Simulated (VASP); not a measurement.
# MgCd3Te4 (P1) in VASP: relaxation of cell and atoms with PBE

Aim: the relaxation of cell and atoms of MgCd3Te4 with PBE.

All numbers are computed with VASP 6.6.1; they aren't measurements. Logs are shortened: lines on timing, memory, paths and dates and some standing lists are left out, and cuts for length are marked.

### Step 1. The cell of the first run

The typed cell holds 8 atoms: a = 6.580 Å, b = 6.539 Å, c = 6.503 Å, α = 89.19°, β = 89.37°, γ = 90.50°.

### Step 2. Relaxation of cell and atoms, PBE

INCAR reads:

```
PREC     = Accurate       # precision mode
ENCUT    = 600            # plane-wave cutoff, eV
EDIFF    = 1E-6           # SCF threshold, eV
ISMEAR   = 0              # smearing method
SIGMA    = 0.1            # smearing width, eV
LREAL    = False          # projectors in reciprocal space
LASPH    = True           # aspherical terms in the spheres
NELM     = 80             # most SCF steps
ALGO     = Normal         # electronic algorithm
ISIF     = 3              # what is computed and relaxed
LWAVE    = False          # write WAVECAR
LCHARG   = False          # write CHGCAR
GGA      = PE             # functional
IBRION   = 2              # ionic algorithm
NSW      = 80             # ionic steps
EDIFFG   = -0.025         # ionic threshold
```

KPOINTS reads:

```
Automatic mesh
0
Gamma
  2 2 2
```

POSCAR reads:

```
MgCd3Te4
1.0
    6.5800284624     -0.0285058639      0.0361101286
   -0.0285058639      6.5386930064      0.0463273692
    0.0361101286      0.0463273692      6.5026561436
Mg Cd Te
1 3 4
Direct
    0.0032264405      0.0057524943     -0.0181504786
   -0.0065341192      0.4911307093      0.5023812080
    0.5007870052     -0.0068535376      0.5025710382
    0.5030931494      0.4998023231      0.0057363758
    0.7500797922      0.7613217080      0.2562676047
    0.7533552667      0.2589896839      0.7498765221
    0.2517913099      0.7419865669      0.7537901867
    0.2442011554      0.2478700520      0.2475275431
```

Potentials or basis: VASP PAW PBE potentials, release 64 (Mg, Cd, Te).

Started as:

```console
> cat potpaw_PBE.64/Mg/POTCAR potpaw_PBE.64/Cd/POTCAR potpaw_PBE.64/Te/POTCAR > POTCAR
> mpirun -np 1 vasp_std > vasp.out
```

OUTCAR:

```text
PREC = Accurate
   ENCUT = 600
   EDIFF = 1E-6
   ISMEAR = 0
   LREAL = False
   LASPH = True
   NELM = 80
   ISIF = 3
   GGA = PE
   IBRION = 2
   NSW = 80
   EDIFFG = -0.025

 ion  position               nearest neighbor table
   1  0.003  0.006  0.982-   6 2.78   7 2.81   8 2.85   5 2.88
   2  0.993  0.491  0.502-   6 2.69   8 2.84   5 2.88   7 2.89
   3  0.501  0.993  0.503-   5 2.76   7 2.81   8 2.90   6 2.91
   4  0.503  0.500  0.006-   8 2.81   7 2.82   6 2.83   5 2.88
   5  0.750  0.761  0.256-   3 2.76   2 2.88   4 2.88   1 2.88
   6  0.753  0.259  0.750-   2 2.69   1 2.78   4 2.83   3 2.91
   7  0.252  0.742  0.754-   3 2.81   1 2.81   4 2.82   2 2.89
   8  0.244  0.248  0.248-   4 2.81   2 2.84   1 2.85   3 2.90

  LATTYP: Found a triclinic cell.
 ALAT       =     6.5389192564
 B/A-ratio  =     1.4002884459
 C/A-ratio  =     3.0151012102
 COS(alpha) =     0.0005294159
 COS(beta)  =     0.6697968470
 COS(gamma) =     0.7040648520

  Lattice vectors:

 A1 = (   0.0285058639,  -6.5386930064,  -0.0463273692)
 A2 = (   0.0646159925,  -6.4923656372,   6.4563287744)
 A3 = (  -6.5952369918, -13.1415348873, -13.1340771542)

Analysis of symmetry for initial positions (statically):
=====================================================================
 Subroutine PRICEL returns:
 Original cell was already a primitive cell.

 Routine SETGRP: Setting up the symmetry group for a
 triclinic supercell.

 Subroutine GETGRP returns: Found  1 space group operations
 (whereof  1 operations were pure point group operations)
 out of a pool of  2 trial point group operations.

The static configuration has the point symmetry C_1 .

Analysis of symmetry for dynamics (positions and initial velocities):
=====================================================================
 Subroutine PRICEL returns:
 Original cell was already a primitive cell.

 Routine SETGRP: Setting up the symmetry group for a
 triclinic supercell.

 Subroutine GETGRP returns: Found  1 space group operations
 (whereof  1 operations were pure point group operations)
 out of a pool of  2 trial point group operations.

The dynamic configuration has the point symmetry C_1 .

 Subroutine INISYM returns: Found  1 space group operations
 (whereof  1 operations are pure point group operations),
 and found     1 'primitive' translations

----------------------------------------------------------------------------------------

                                     Primitive cell

  volume of cell :     279.7474

  direct lattice vectors                    reciprocal lattice vectors
     6.580028462 -0.028505864  0.036110129     0.151982581  0.000668592 -0.000848743
    -0.028505864  6.538693006  0.046327369     0.000668592  0.152946424 -0.001093361
     0.036110129  0.046327369  6.502656144    -0.000848743 -0.001093361  0.153795815

  length of vectors
     6.580189290  6.538919256  6.502921427     0.151986421  0.152951793  0.153802043

  position of ions in fractional coordinates (direct lattice)
     0.003226441  0.005752494  0.981849521
     0.993465881  0.491130709  0.502381208
     0.500787005  0.993146462  0.502571038
     0.503093149  0.499802323  0.005736376
     0.750079792  0.761321708  0.256267605
     0.753355267  0.258989684  0.749876522
     0.251791310  0.741986567  0.753790187
     0.244201155  0.247870052  0.247527543

  ion indices of the primitive-cell ions
   primitive index   ion index
                 1           1
                 2           2
                 3           3
                 4           4
                 5           5
                 6           6
                 7           7
                 8           8

----------------------------------------------------------------------------------------

 KPOINTS: Automatic mesh

Automatic generation of k-mesh.
 Grid dimensions read from file:
 generate k-points for:    2    2    2

 Generating k-lattice:

  Cartesian coordinates                     Fractional coordinates (reciprocal lattice)
     0.075991290  0.000334296 -0.000424372     0.500000000 -0.000000000 -0.000000000
     0.000334296  0.076473212 -0.000546680    -0.000000000  0.500000000 -0.000000000
    -0.000424372 -0.000546680  0.076897907     0.000000000  0.000000000  0.500000000

  Length of vectors
     0.075993211  0.076475897  0.076901022

  Shift w.r.t. Gamma in fractional coordinates (k-lattice)
     0.000000000  0.000000000  0.000000000

 Subroutine IBZKPT returns following result:
 ===========================================

 Found      8 irreducible k-points:

 Following reciprocal coordinates:
            Coordinates               Weight
  0.000000  0.000000  0.000000      1.000000
  0.500000  0.000000 -0.000000      1.000000
  0.000000  0.500000 -0.000000      1.000000
  0.500000  0.500000  0.000000      1.000000
  0.000000 -0.000000  0.500000      1.000000
  0.500000  0.000000  0.500000      1.000000
  0.000000  0.500000  0.500000      1.000000
  0.500000  0.500000  0.500000      1.000000
   k-points           NKPTS =      8   k-points in BZ     NKDIM =      8   number of bands    NBANDS=     37
   number of dos      NEDOS =    301   number of ions     NIONS =      8
   total plane-waves  NPLWV = 157464
   dimension x,y,z NGX =    54 NGY =   54 NGZ =   54
   dimension x,y,z NGXF=   108 NGYF=  108 NGZF=  108
   ions per type =               1   3   4
   NGX,Y,Z   is equivalent  to a cutoff of  13.64, 13.73, 13.80 a.u.
   NGXF,Y,Z  is equivalent  to a cutoff of  27.29, 27.46, 27.61 a.u.
 SYSTEM =  unknown system
   PREC   = accura    normal or accurate (medium, high low for compatibility)
   ISTART =      0    job   : 0-new  1-cont  2-samecut
   ICHARG =      2    charge: 1-file 2-atom 10-const
   ISPIN  =      1    spin polarized calculation?
   LNONCOLLINEAR =      F non collinear calculations
   LSORBIT =      F    spin-orbit coupling
   LASPH  =      T    aspherical Exc in radial PAW
   ENCUT  =  600.0 eV  44.10 Ry    6.64 a.u.  13.14 13.06 12.99*2*pi/ulx,y,z
   NELM   =     80;   NELMIN=  2; NELMDL= -5     # of ELM steps
   EDIFF  = 0.1E-05   stopping-criterion for ELM
   LREAL  =      F    real-space projection
   EDIFFG = -.3E-01   stopping-criterion for IOM
   NSW    =     80    number of steps for IOM
   IBRION =      2    ionic relax: 0-MD 1-quasi-New 2-CG
   NFREE  =      1    steps in history (QN), initial steepest desc. (CG)
   ISIF   =      3    stress and relaxation
   ISYM   =      2    0-nonsym 1-usesym 2-fastsym
   POTIM  = 0.5000    time-step for ionic-motion
   TEBEG  =    0.0;   TEEND  =   0.0 temperature during run
   PSTRESS=    0.0 pullay stress
   NELECT =      62.0000    total number of electrons
   NUPDOWN=      -1.0000    fix difference up-down
   EMIN   =  10.00;   EMAX   =-10.00  energy-range for DOS
   EFERMI =   0.00;   METHOD = LEGACY
   ISMEAR =     0;   SIGMA  =   0.10  broadening in eV -4-tet -1-fermi 0-gaus
   EFERMI_NEDOS =   21; number of points for ismear=-14 and -15
   IALGO  =     38    algorithm
   IMIX   =      4    mixing-type and parameters
     AMIX     =   0.40;   BMIX     =  1.00
     AMIX_MAG =   1.60;   BMIX_MAG =  1.00
  volume/ion in A,a.u.               =      34.97       235.98
  Fermi-wavevector in a.u.,A,eV,Ry     =   0.990718  1.872186 13.354420  0.981522
  Thomas-Fermi vector in A             =   2.122408
   LORBIT       =      0    0 simple, 1 ext, 2 COOP (PROOUT), +10 PAW based schemes
   GGA     = PE    functional components
   LHFCALC =     F    Hartree Fock is set to
   AEXX    =    0.0000 exact exchange contribution
   IVDW    =     0    specifies the selected vdW correction
   LEPSILON=     F    determine dielectric tensor
   LRPA    =     F    only Hartree local field effects (RPA)
 conjugate gradient relaxation of ions
 non-spin polarized calculation
 Gauss-broadening in eV      SIGMA  =   0.10
  energy-cutoff  :      600.00
  volume of cell :      279.75
 maximum number of plane-waves:      9368
 NGX is ok and might be reduce to    54
   NGX = 27   NGY = 27   NGZ = 25

--------------------------------------- Ionic step        1  -------------------------------------------

 number of electron      62.0000000 magnetization

 Free energy of the ion-electron system (eV)
  ---------------------------------------------------
  ext. energy  EPLUGINS =         0.00000000
  ---------------------------------------------------
  free energy    TOTEN  =       -20.45285961 eV

  energy without entropy =      -20.45285961  energy(sigma->0) =      -20.45285961

------------------------ aborting loop because EDIFF is reached ----------------------------------------

  FORCE on cell =-STRESS in cart. coord.  units (eV):
  Direction    XX          YY          ZZ          XY          YZ          ZX
  --------------------------------------------------------------------------------------
  -------------------------------------------------------------------------------------
  Total        2.0830934      2.1344087      2.3904314      0.1964359     -0.9849000     -1.5974771
  in kB       11.9303536     12.2242486     13.6905493      1.1250336     -5.6407481     -9.1491179
  external PRESSURE =      12.6150505 kB  Pullay stress =       0.0000000 kB
[... 107 lines left out ...]
  FREE ENERGIE OF THE ION-ELECTRON SYSTEM (eV)
  ---------------------------------------------------
  free  energy   TOTEN  =       -20.5669597918 eV

  energy  without entropy=      -20.5669597917  energy(sigma->0) =      -20.56695979

[... ionic steps 4 to 13 ...]

--------------------------------------- Ionic step       14  -------------------------------------------

 number of electron      61.9999997 magnetization

------------------------ aborting loop because EDIFF is reached ----------------------------------------

  FORCE on cell =-STRESS in cart. coord.  units (eV):
  Direction    XX          YY          ZZ          XY          YZ          ZX
  --------------------------------------------------------------------------------------
  -------------------------------------------------------------------------------------
  Total        0.0458289      0.0064187     -0.0301528     -0.0748345      0.0303200     -0.0190035
  in kB        0.2551781      0.0357400     -0.1678929     -0.4166832      0.1688235     -0.1058125
  external PRESSURE =       0.0410084 kB  Pullay stress =       0.0000000 kB
[... 69 lines left out ...]
  energy  without entropy=      -20.6016993762  energy(sigma->0) =      -20.60169938

--------------------------------------- Ionic step       16  -------------------------------------------

 number of electron      61.9999995 magnetization

 Free energy of the ion-electron system (eV)
  ---------------------------------------------------
  ext. energy  EPLUGINS =         0.00000000
  ---------------------------------------------------
  free energy    TOTEN  =       -20.60216286 eV

  energy without entropy =      -20.60216286  energy(sigma->0) =      -20.60216286

 E-fermi :   2.2522     XC(G=0):  -8.1475

 val. band max:        1.7674155559   @ k =   0.0000   0.0000   0.0000
 cond. band min:       2.7320060962   @ k =   0.0000   0.0000   0.0000
 fundamental gap:      0.9645905403
 Fermi energy:         2.2522182962

 k-point     1 :       0.0000    0.0000    0.0000
  band No.  band energies     occupation
      1      -8.8608      2.00000
      2      -8.3660      2.00000
      3      -8.3648      2.00000
      4      -8.3615      2.00000
      5      -6.1847      2.00000
      6      -6.1843      2.00000
[... 344 lines left out ...]
  FREE ENERGIE OF THE ION-ELECTRON SYSTEM (eV)
  ---------------------------------------------------
  free  energy   TOTEN  =       -20.6021628572 eV

  energy  without entropy=      -20.6021628572  energy(sigma->0) =      -20.60216286

 reached required accuracy - stopping structural energy minimisation
```

It took 9.6 min on 1 thread of Intel Xeon 6975P-C (Granite Rapids), shared host; peak memory 0.48 GiB.

What came out:

```
Free energy                            : -20.6022 eV
Relaxed volume                         : 35.95 Å³/atom
Relaxed cell                           : a = 6.597 Å, b = 6.601 Å, c = 6.605 Å, α = 90.06°, β = 89.97°, γ = 89.91°
Space group after relaxing (to 0.05 Å) : P-43m (No. 215)
Energy gained by relaxing              : 18.7 meV/atom
Ionic steps                            : 16
Pressure after relaxing                : 0.0 GPa
Largest force after relaxing           : 0.020 eV/Å
Band gap on the k mesh                 : 0.96 eV, direct
```

Forces in eV/Å, atoms in the order of the input:
```
Mg  -0.001 -0.007  0.010
Cd  -0.001 -0.005 -0.001
Cd   0.008 -0.008 -0.016
Cd  -0.002 -0.001 -0.001
Te  -0.004  0.013 -0.001
Te   0.008  0.003  0.002
Te  -0.003  0.006  0.008
Te  -0.006 -0.002  0.000
```

The path:
```
step  energy change (eV)  largest force (eV/Å)  pressure (GPa)  volume (Å³)
   1              0.0000                0.8475            1.26       279.75
   2             -0.1141                0.2874           -0.35       291.01
   3             -0.1141                0.2819           -0.38       291.24
   4             -0.1320                0.1982           -0.11       288.73
   5             -0.1389                0.1212            0.21       285.97
   6             -0.1431                0.0667            0.02       287.45
   7             -0.1432                0.0596           -0.02       287.79
   8             -0.1442                0.0501           -0.02       287.79
   9             -0.1455                0.0467           -0.01       287.79
  10             -0.1464                0.0514            0.02       287.58
  11             -0.1467                0.0586            0.05       287.33
  12             -0.1474                0.0487            0.02       287.61
  13             -0.1482                0.0389           -0.07       288.44
  14             -0.1488                0.0302            0.00       287.74
  15             -0.1488                0.0291            0.04       287.50
  16             -0.1493                0.0198            0.02       287.61
```

Final structure:
```cif
data_structure
_symmetry_space_group_name_H-M 'P 1'
_symmetry_Int_Tables_number 1
_cell_length_a 6.5971
_cell_length_b 6.6009
_cell_length_c 6.6046
_cell_angle_alpha 90.056
_cell_angle_beta 89.971
_cell_angle_gamma 89.908
_cell_volume 287.61
loop_
_atom_site_label
_atom_site_type_symbol
_atom_site_fract_x
_atom_site_fract_y
_atom_site_fract_z
_atom_site_occupancy
Mg1 Mg 0.00008 0.00034 0.99921 1
Cd1 Cd 0.99979 0.49975 0.49953 1
Cd2 Cd 0.49910 0.00006 0.50117 1
Cd3 Cd 0.50057 0.50043 0.00089 1
Te1 Te 0.75339 0.75347 0.24713 1
Te2 Te 0.75272 0.24714 0.75269 1
Te3 Te 0.24696 0.75204 0.75279 1
Te4 Te 0.24739 0.24676 0.24659 1
```

Levels at points of the mesh, in eV from the valence-band top:
```csv
k point,band 28,band 29,band 30,band 31,band 32,band 33,band 34,band 35
"(0.00, 0.00, 0.00)",-1.51,-0.01,-0.01,0.00,0.96,2.56,2.56,2.78
"(0.50, 0.00, 0.00)",-0.97,-0.96,-0.80,-0.80,2.94,3.05,3.51,3.54
"(0.00, 0.50, 0.00)",-0.96,-0.96,-0.80,-0.80,2.94,3.05,3.51,3.54
"(0.50, 0.50, 0.00)",-0.69,-0.69,-0.67,-0.50,3.05,3.15,3.17,3.82
"(0.00, 0.00, 0.50)",-0.96,-0.96,-0.80,-0.79,2.95,3.05,3.51,3.54
"(0.50, 0.00, 0.50)",-0.70,-0.69,-0.67,-0.50,3.05,3.15,3.16,3.81
"(0.00, 0.50, 0.50)",-0.70,-0.69,-0.67,-0.50,3.05,3.15,3.16,3.81
"(0.50, 0.50, 0.50)",-0.56,-0.54,-0.53,-0.53,1.85,1.86,1.86,2.77
```

Caveat: the k points lie up to 0.48 Å⁻¹ apart in the final cell; spin-orbit coupling is left out, which moves the levels of the heavy elements. Expect the measured gap to be larger: semilocal functionals such as PBE lack the derivative discontinuity.
